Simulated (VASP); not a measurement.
Write the native input for VASP 6.6.1 that does the following.

- Task: single point
- Functional: PBEsol
- Potentials or basis: VASP PAW PBE potentials, release 64 (Sn_d)
- Cutoff: 520 eV
- k mesh: 14 × 14 × 14
- Occupations: fermi-dirac, width 0.1 eV
- Spin: no spin polarisation
- Dipole correction: no
- Further INCAR settings: ALGO = Normal; EDIFF = 1e-07; NBANDS = 13

The structure of Sn lies in POSCAR:

```
Sn
1.0
    2.4851496351      0.0000000000      0.0000000000
    0.0000000000      2.4851496351      0.0000000000
    0.0000000000      0.0000000000      2.4851496351
Sn
1
Direct
    0.0000000000      0.0000000000      0.0000000000
```

This cell differs from its parent crystal: volume scaled by 0.55.

One way to write it, as run:

INCAR

```
ALGO     = Normal         # electronic algorithm
EDIFF    = 1E-7           # SCF threshold, eV
ENCUT    = 520            # plane-wave cutoff, eV
GGA      = PS             # functional
ISIF     = 2              # what is computed and relaxed
ISMEAR   = -1             # smearing method
LASPH    = True           # aspherical terms in the spheres
LCHARG   = False          # write CHGCAR
LREAL    = False          # projectors in reciprocal space
LWAVE    = False          # write WAVECAR
NBANDS   = 13             # bands
NELM     = 60             # most SCF steps
PREC     = Accurate       # precision mode
SIGMA    = 0.1            # smearing width, eV
```

KPOINTS

```
k-points
0
Gamma
  14 14 14
```

Potentials or basis: VASP PAW PBE potentials, release 64 (Sn_d).

The run is started by

```console
$ cat potpaw_PBE.64/Sn_d/POTCAR > POTCAR
$ mpirun -np 1 vasp_std > vasp.out
```

Results of the run:

The pressure is 138.0 GPa. The band gap on the k mesh is zero (band 7 reaches 24.83 eV, above the bottom of band 8 at 14.64 eV).

Caveat: the PAW data sets were made with another functional, which shifts forces and pressure a little; spin-orbit coupling is left out, which moves the levels of the heavy elements.

Run time: 14 s on 1 thread of Intel(R) Xeon(R) Platinum 8488C (Sapphire Rapids), with other jobs on the host, peak memory 0.13 GiB.
